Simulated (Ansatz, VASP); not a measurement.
## One calculation of AlN, two programs

```
Al N
1.0
     3.21436    0.00000    0.00000
    -1.60718    2.78372    0.00000
     0.00000    0.00000    4.36735
Al N
2 2
Direct
  0.33333 0.66667 0.75000
  0.66667 0.33333 0.25000
  0.33333 0.66667 0.25000
  0.66667 0.33333 0.75000
```

Alike in both runs: task single point; functional PBEsol; k mesh 9 × 9 × 6; occupations gaussian, width 0.05 eV; no spin polarisation.

|  | VASP | Ansatz |
| --- | --- | --- |
| version | VASP 6.6.1 | Ansatz 0.2.0 |
| potentials or method | VASP PAW PBE potentials, release 64 (Al, N), cutoff 520 eV | scalar-relativistic, plane waves, PAW |
| valence electrons in the cell | 16 | 16 |

|  | VASP | Ansatz | Ansatz less VASP |
| --- | --- | --- | --- |
| gap on the k mesh at the Fermi level (eV) | 3.17 | 3.15 | -0.015 |
| least direct gap on the mesh (eV) | 3.17 | 3.15 | -0.015 |
| pressure (GPa) | 4.2 | 4.2 | 0.00 |
| traceless stress, the component that is largest in VASP (GPa) | -10.54 | -10.42 | +0.124 |

VASP's potentials were made for PBE, not for PBEsol, and Ansatz warns of the same on its side.
